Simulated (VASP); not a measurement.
# AgCl (I4/mmm) in VASP: a series of runs

The runs below take AgCl through single point, with PBE.

Everything below comes from runs of VASP 6.6.1. Logs are shortened: lines on timing, memory, paths and dates and some standing lists are left out, and cuts for length are marked.

## Step 1: The cell of the first run

It takes space group I4/mmm (No. 139, tetragonal). The conventional cell has a = 3.691 Å, b = 3.691 Å, c = 6.263 Å, α = 90.00°, β = 90.00°, γ = 90.00°. Within 3.4 Å of Ag (site symmetry 4/mmm) lie 6 Cl at 2.61 to 3.13 Å. Cl (site symmetry 4/mmm) has 6 Ag at 2.61 to 3.13 Å within 3.4 Å.

## Step 2: Single point, PBE

INCAR reads:

```
SYSTEM = AgCl
ALGO = Normal
EDIFF = 1E-7
ENCUT = 520
GGA = PE
ISIF = 2
ISMEAR = 0
LASPH = .TRUE.
LCHARG = .FALSE.
LREAL = .FALSE.
LWAVE = .FALSE.
NBANDS = 16
NELM = 60
PREC = Accurate
SIGMA = 0.05
```

KPOINTS reads:

```
k-points
0
G
  10 10 10
  0 0 0
```

POSCAR reads:

```
AgCl
1.0
    0.0000000000      2.6096340635      3.1315608762
    2.6096340635      0.0000000000      3.1315608762
    2.6096340635      2.6096340635      0.0000000000
Ag Cl
1 1
Direct
    0.5000000000      0.5000000000      0.5000000000
    0.0000000000      0.0000000000      0.0000000000
```

Potentials or basis: VASP PAW PBE potentials, release 64 (Ag, Cl).

Launch:

```
> cat potpaw_PBE.64/Ag/POTCAR potpaw_PBE.64/Cl/POTCAR > POTCAR
> mpirun -np 1 vasp_std > vasp.out
```

OUTCAR:

```text
SYSTEM = AgCl
   EDIFF = 1E-7
   ENCUT = 520
   GGA = PE
   ISIF = 2
   ISMEAR = 0
   LASPH = .TRUE.
   LREAL = .FALSE.
   NELM = 60
   PREC = Accurate

 ion  position               nearest neighbor table
   1  0.500  0.500  0.500-   2 2.61   2 2.61   2 2.61   2 2.61   2 3.13   2 3.13
   2  0.000  0.000  0.000-   1 2.61   1 2.61   1 2.61   1 2.61   1 3.13   1 3.13

  LATTYP: Found a body centered tetragonal cell.
 ALAT       =     3.6905798854
 C/A-ratio  =     1.6970562748

  Lattice vectors:

 A1 = (  -2.6096340635,   0.0000000000,   3.1315608762)
 A2 = (   2.6096340635,   0.0000000000,   3.1315608762)
 A3 = (   0.0000000000,   2.6096340635,  -3.1315608762)

Analysis of symmetry for initial positions (statically):
=====================================================================
 Subroutine PRICEL returns:
 Original cell was already a primitive cell.

 Routine SETGRP: Setting up the symmetry group for a
 body centered tetragonal supercell.

 Subroutine GETGRP returns: Found 16 space group operations
 (whereof 16 operations were pure point group operations)
 out of a pool of 16 trial point group operations.

The static configuration has the point symmetry D_4h.

Analysis of symmetry for dynamics (positions and initial velocities):
=====================================================================
 Subroutine PRICEL returns:
 Original cell was already a primitive cell.

 Routine SETGRP: Setting up the symmetry group for a
 body centered tetragonal supercell.

 Subroutine GETGRP returns: Found 16 space group operations
 (whereof 16 operations were pure point group operations)
 out of a pool of 16 trial point group operations.

The dynamic configuration has the point symmetry D_4h.

 Subroutine INISYM returns: Found 16 space group operations
 (whereof 16 operations are pure point group operations),
 and found     1 'primitive' translations

----------------------------------------------------------------------------------------

                                     Primitive cell

  volume of cell :      42.6530

  direct lattice vectors                    reciprocal lattice vectors
     0.000000000  2.609634064  3.131560876    -0.191597744  0.191597744  0.159664787
     2.609634064  0.000000000  3.131560876     0.191597744 -0.191597744  0.159664787
     2.609634064  2.609634064  0.000000000     0.191597744  0.191597744 -0.159664787

  length of vectors
     4.076378720  4.076378720  3.690579885     0.314503156  0.314503156  0.314503156

  position of ions in fractional coordinates (direct lattice)
     0.500000000  0.500000000  0.500000000
     0.000000000  0.000000000  0.000000000

  ion indices of the primitive-cell ions
   primitive index   ion index
                 1           1
                 2           2

----------------------------------------------------------------------------------------

 KPOINTS: k-points

Automatic generation of k-mesh.
 Grid dimensions read from file:
 generate k-points for:   10   10   10

 Generating k-lattice:

  Cartesian coordinates                     Fractional coordinates (reciprocal lattice)
    -0.019159774  0.019159774  0.015966479     0.100000000  0.000000000  0.000000000
     0.019159774 -0.019159774  0.015966479     0.000000000  0.100000000  0.000000000
     0.019159774  0.019159774 -0.015966479    -0.000000000 -0.000000000  0.100000000

  Length of vectors
     0.031450316  0.031450316  0.031450316

  Shift w.r.t. Gamma in fractional coordinates (k-lattice)
     0.000000000  0.000000000  0.000000000

 Subroutine IBZKPT returns following result:
 ===========================================

 Found    102 irreducible k-points:

 Following reciprocal coordinates:
            Coordinates               Weight
  0.000000  0.000000  0.000000      1.000000
  0.100000  0.000000  0.000000      8.000000
  0.200000  0.000000  0.000000      8.000000
  0.300000  0.000000  0.000000      8.000000
  0.400000  0.000000  0.000000      8.000000
  0.500000  0.000000  0.000000      4.000000
[... 16 lines left out ...]
  0.300000  0.300000  0.000000      2.000000
  0.400000  0.300000  0.000000      8.000000
 [... further k-points ...]
   k-points           NKPTS =    102   k-points in BZ     NKDIM =    102   number of bands    NBANDS=     16
   number of dos      NEDOS =    301   number of ions     NIONS =      2
   total plane-waves  NPLWV =  25200
   dimension x,y,z NGX =    30 NGY =   30 NGZ =   28
   dimension x,y,z NGXF=    60 NGYF=   60 NGZF=   56
   ions per type =               1   1
   NGX,Y,Z   is equivalent  to a cutoff of  12.23, 12.23, 12.61 a.u.
   NGXF,Y,Z  is equivalent  to a cutoff of  24.47, 24.47, 25.23 a.u.
 SYSTEM =  AgCl
   PREC   = accura    normal or accurate (medium, high low for compatibility)
   ISTART =      0    job   : 0-new  1-cont  2-samecut
   ICHARG =      2    charge: 1-file 2-atom 10-const
   ISPIN  =      1    spin polarized calculation?
   LNONCOLLINEAR =      F non collinear calculations
   LSORBIT =      F    spin-orbit coupling
   LASPH  =      T    aspherical Exc in radial PAW
   ENCUT  =  520.0 eV  38.22 Ry    6.18 a.u.   7.58  7.58  6.86*2*pi/ulx,y,z
   NELM   =     60;   NELMIN=  2; NELMDL= -5     # of ELM steps
   EDIFF  = 0.1E-06   stopping-criterion for ELM
   LREAL  =      F    real-space projection
   EDIFFG = 0.1E-05   stopping-criterion for IOM
   NSW    =      0    number of steps for IOM
   IBRION =     -1    ionic relax: 0-MD 1-quasi-New 2-CG
   NFREE  =      0    steps in history (QN), initial steepest desc. (CG)
   ISIF   =      2    stress and relaxation
   ISYM   =      2    0-nonsym 1-usesym 2-fastsym
   POTIM  = 0.5000    time-step for ionic-motion
   TEBEG  =    0.0;   TEEND  =   0.0 temperature during run
   PSTRESS=    0.0 pullay stress
   NELECT =      18.0000    total number of electrons
   NUPDOWN=      -1.0000    fix difference up-down
   EMIN   =  10.00;   EMAX   =-10.00  energy-range for DOS
   EFERMI =   0.00;   METHOD = LEGACY
   ISMEAR =     0;   SIGMA  =   0.05  broadening in eV -4-tet -1-fermi 0-gaus
   EFERMI_NEDOS =   21; number of points for ismear=-14 and -15
   IALGO  =     38    algorithm
   IMIX   =      4    mixing-type and parameters
     AMIX     =   0.40;   BMIX     =  1.00
     AMIX_MAG =   1.60;   BMIX_MAG =  1.00
  volume/ion in A,a.u.               =      21.33       143.92
  Fermi-wavevector in a.u.,A,eV,Ry     =   1.227955  2.320498 20.515850  1.507872
  Thomas-Fermi vector in A             =   2.362898
   LORBIT       =      0    0 simple, 1 ext, 2 COOP (PROOUT), +10 PAW based schemes
   GGA     = PE    functional components
   LHFCALC =     F    Hartree Fock is set to
   AEXX    =    0.0000 exact exchange contribution
   IVDW    =     0    specifies the selected vdW correction
   LEPSILON=     F    determine dielectric tensor
   LRPA    =     F    only Hartree local field effects (RPA)
 non-spin polarized calculation
 Gauss-broadening in eV      SIGMA  =   0.05
  energy-cutoff  :      520.00
  volume of cell :       42.65
 maximum number of plane-waves:      1175
   NGX = 15   NGY = 15   NGZ = 13

 number of electron      18.0000001 magnetization

 Free energy of the ion-electron system (eV)
  ---------------------------------------------------
  ext. energy  EPLUGINS =         0.00000000
  ---------------------------------------------------
  free energy    TOTEN  =        -5.30659608 eV

  energy without entropy =       -5.30659608  energy(sigma->0) =       -5.30659608

 E-fermi :   4.7266     XC(G=0):  -9.9129

 val. band max:        4.4912724873   @ k =   0.5000   0.0000   0.0000
 cond. band min:       4.9565774309   @ k =   0.0000   0.0000   0.0000
 fundamental gap:      0.4653049436
 Fermi energy:         4.7265737783

 k-point     1 :       0.0000    0.0000    0.0000
  band No.  band energies     occupation
      1     -11.4757      2.00000
      2       0.9909      2.00000
      3       1.2685      2.00000
      4       1.2685      2.00000
      5       1.3034      2.00000
      6       1.3204      2.00000
[... 8 lines left out ...]
     15      15.4755      0.00000
     16      16.4656      0.00000

 k-point     2 :       0.1000    0.0000    0.0000
  band No.  band energies     occupation
      1     -11.4329      2.00000
      2       0.5426      2.00000
      3       0.5764      2.00000
      4       0.9780      2.00000
      5       1.2294      2.00000
      6       1.4612      2.00000
[... 8 lines left out ...]
     15      16.6209      0.00000
     16      17.2012      0.00000

 k-point     3 :       0.2000    0.0000    0.0000
  band No.  band energies     occupation
      1     -11.3176      2.00000
      2      -0.2801      2.00000
      3      -0.0095      2.00000
      4       0.5017      2.00000
      5       1.3483      2.00000
      6       1.5168      2.00000
[... 8 lines left out ...]
     15      16.2349      0.00000
     16      17.2328      0.00000

 k-point     4 :       0.3000    0.0000    0.0000
  band No.  band energies     occupation
      1     -11.1673      2.00000
      2      -1.0601      2.00000
      3      -0.4452      2.00000
      4       0.1285      2.00000
      5       1.5209      2.00000
      6       1.5865      2.00000
[... 8 lines left out ...]
     15      16.4119      0.00000
     16      17.5349      0.00000
[... 324 lines left out ...]
 k-point    22 :      -0.2000    0.2000    0.0000
  band No.  band energies     occupation
      1     -11.0800      2.00000
      2      -1.4668      2.00000
      3      -0.6905      2.00000
      4       0.2254      2.00000
      5       1.5895      2.00000
      6       1.5927      2.00000
[... 8 lines left out ...]
     15      17.2477      0.00000
     16      18.1112      0.00000

 k-point    23 :       0.3000    0.3000    0.0000
  band No.  band energies     occupation
      1     -11.2753      2.00000
      2      -0.2406      2.00000
      3       0.8717      2.00000
      4       0.9278      2.00000
      5       0.9278      2.00000
      6       1.3529      2.00000
[... 8 lines left out ...]
     15      19.8026      0.00000
     16      19.9688      0.00000

 k-point    24 :       0.4000    0.3000    0.0000
  band No.  band energies     occupation
      1     -11.2070      2.00000
      2      -0.3536      2.00000
      3       0.3152      2.00000
      4       0.4323      2.00000
      5       1.1403      2.00000
      6       1.6718      2.00000
[... 8 lines left out ...]
     15      18.9302      0.00000
     16      19.2779      0.00000

 [... further k-points ...]

------------------------ aborting loop because EDIFF is reached ----------------------------------------

  FORCE on cell =-STRESS in cart. coord.  units (eV):
  Direction    XX          YY          ZZ          XY          YZ          ZX
  --------------------------------------------------------------------------------------
  -------------------------------------------------------------------------------------
  Total        1.7536183      1.7536183      0.0770704      0.0000000     -0.0000000      0.0000000
  in kB       65.8711980     65.8711980      2.8949987      0.0000000     -0.0000000      0.0000000
  external PRESSURE =      44.8791316 kB  Pullay stress =       0.0000000 kB

 VOLUME and BASIS-vectors are now :
 -----------------------------------------------------------------------------
  energy-cutoff  :      520.00
  volume of cell :       42.65
      direct lattice vectors                 reciprocal lattice vectors
     0.000000000  2.609634064  3.131560876    -0.191597744  0.191597744  0.159664787
     2.609634064  0.000000000  3.131560876     0.191597744 -0.191597744  0.159664787
     2.609634064  2.609634064  0.000000000     0.191597744  0.191597744 -0.159664787

 POSITION                                       TOTAL-FORCE (eV/Angst)
 -----------------------------------------------------------------------------------
      2.60963      2.60963      3.13156        -0.000000      0.000000     -0.000000
      0.00000      0.00000      0.00000         0.000000     -0.000000      0.000000
 -----------------------------------------------------------------------------------
    total drift:                                0.000000      0.000000      0.000000

  FREE ENERGIE OF THE ION-ELECTRON SYSTEM (eV)
  ---------------------------------------------------
  free  energy   TOTEN  =        -5.3065960842 eV

  energy  without entropy=       -5.3065960842  energy(sigma->0) =       -5.30659608
```

Wall time 27 s (1 thread of Intel Xeon 6975P-C (Granite Rapids), shared host); peak memory 0.21 GiB.

What came out:

| Property | Result |
| --- | --- |
| Free energy | -5.3066 eV |
| Pressure | 4.5 GPa |
| Band gap on the k mesh | 0.47 eV (least direct gap 3.32 eV) |

Stress tensor (GPa, compression positive):
```
6.59 0.00 0.00
0.00 6.59 0.00
0.00 0.00 0.29
```

Levels at points of the mesh, in eV from the valence-band top:
```tsv
k point	band 6	band 7	band 8	band 9	band 10	band 11	band 12	band 13
(0.00, 0.00, 0.00)	-3.17	-3.05	-3.05	-2.87	0.47	10.03	10.51	10.61
(0.50, 0.00, 0.00)	-2.77	-2.36	-1.21	0.00	3.53	6.26	6.43	7.93
(0.50, 0.50, 0.00)	-3.11	-2.73	-2.73	-2.64	2.02	6.79	8.18	11.90
(0.50, 0.00, 0.50)	-2.91	-2.84	-2.60	-2.48	1.80	7.20	8.56	9.23
```

Caveat: the stress differs along the axes, from 0 to 7 GPa; semilocal functionals underestimate gaps, and a narrow one can read as zero. A k mesh can miss the band edges.

## Step 3: Single point, PBE

This run uses another cell than the first one, of the same volume but with other edges.

INCAR reads:

```
SYSTEM = AgCl
PREC = Accurate
ENCUT = 520
EDIFF = 1E-6
ISMEAR = 0
SIGMA = 0.05
LREAL = .False.
LASPH = .True.
NELM = 100
ALGO = Normal
ISIF = 2
LWAVE = .False.
LCHARG = .False.
GGA = PE
NBANDS = 16
```

KPOINTS reads:

```
regular mesh
0
Gamma
  10 10 10
  0 0 0
```

POSCAR reads:

```
AgCl
1.0
    0.0000000000      3.0126024644      2.3498299222
    3.0126024644      0.0000000000      2.3498299222
    3.0126024644      3.0126024644      0.0000000000
Ag Cl
1 1
Direct
    0.5000000000      0.5000000000      0.5000000000
    0.0000000000      0.0000000000      0.0000000000
```

Potentials or basis: VASP PAW PBE potentials, release 64 (Ag, Cl).

Launch:

```
> cat potpaw_PBE.64/Ag/POTCAR potpaw_PBE.64/Cl/POTCAR > POTCAR
> mpirun -np 1 vasp_std > vasp.out
```

It took 22 s on 1 thread of Intel Xeon 6975P-C (Granite Rapids), shared host; peak memory 0.21 GiB.

The run converged. Its results:

```yaml
Free_energy: -5.1662 eV
Pressure: 8.1 GPa
Band_gap_on_the_k_mesh: 0.97 eV (least direct gap 3.63 eV)
```

Stress tensor (GPa, compression positive):
```
 3.04  0.00  0.00
 0.00  3.04  0.00
 0.00  0.00 18.15
```

Levels at points of the mesh, in eV from the valence-band top:
| k point | band 5 | band 6 | band 7 | band 8 | band 9 | band 10 | band 11 | band 12 | band 13 | band 14 |
| --- | --- | --- | --- | --- | --- | --- | --- | --- | --- | --- |
| (0.00, 0.00, 0.00) | -3.33 | -3.09 | -2.79 | -2.70 | -2.70 | 0.97 | 10.70 | 10.70 | 11.15 | 11.34 |
| (0.50, 0.00, 0.00) | -2.79 | -2.67 | -2.11 | -0.96 | 0.00 | 3.65 | 6.06 | 7.11 | 9.25 | 12.04 |
| (0.50, 0.50, 0.00) | -3.30 | -2.83 | -2.83 | -2.67 | -2.44 | 2.25 | 6.67 | 9.68 | 10.02 | 10.02 |
| (0.50, 0.00, 0.50) | -3.09 | -2.90 | -2.78 | -2.70 | -2.47 | 2.35 | 7.36 | 8.53 | 10.10 | 13.41 |

Caveat: the stress differs along the axes, from 3 to 18 GPa.

(Continued in part 2 of 2.)
